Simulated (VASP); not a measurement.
Wanted: the native input for a VASP 6.6.1 run.

```yaml
Task: single point
Functional: PBEsol
Potentials_or_basis: VASP PAW PBE potentials, release 64 (Ti_sv)
Cutoff: 520 eV
k_mesh: 18 × 18 × 10
Occupations: gaussian, width 0.15 eV
Spin: no spin polarisation
Dipole_correction: no
Further_INCAR_settings: ALGO = Fast; EDIFF = 1e-07; NBANDS = 19
```

The structure of Ti lies in POSCAR:

```
Ti
1.0
    2.9057478925      0.0000000000      0.0000000000
   -1.4528739462      2.5164514919      0.0000000000
    0.0000000000      0.0000000000      4.6157100000
Ti
2
Direct
    0.3333333333      0.6666666667      0.2500000000
    0.6666666667      0.3333333333      0.7500000000
```

This cell differs from its parent crystal: strain -0.015 along x and y, -0.015 along z.

These files were run (other wordings do the same):

INCAR

```
SYSTEM = Ti
PREC = Accurate ; ENCUT = 520
EDIFF = 1E-7 ; ISMEAR = 0
SIGMA = 0.15 ; LREAL = .FALSE.
LASPH = .TRUE. ; NELM = 60
ALGO = Fast ; ISIF = 2
LWAVE = .FALSE. ; LCHARG = .FALSE.
GGA = PS ; NBANDS = 19
```

KPOINTS

```
Automatic mesh
0
G
  18 18 10
  0 0 0
```

Potentials or basis: VASP PAW PBE potentials, release 64 (Ti_sv).

Command:

```bash
$ cat potpaw_PBE.64/Ti_sv/POTCAR > POTCAR
$ mpirun -np 1 vasp_std > vasp.out
```

It gave:

| Property | Result |
| --- | --- |
| Pressure | -1.3 GPa |
| Band gap on the k mesh | zero (bands 12 and 13 overlap by 1.12 eV) |

Caveat: the cell differs from its parent crystal (strain -0.015 along x and y, -0.015 along z); the PAW data sets were made with another functional, which shifts forces and pressure a little.

Run time: 8.3 min on 1 thread of Intel(R) Xeon(R) Platinum 8259CL CPU @ 2.50GHz (Skylake/Cascade Lake) (shared host), peak memory 0.24 GiB.
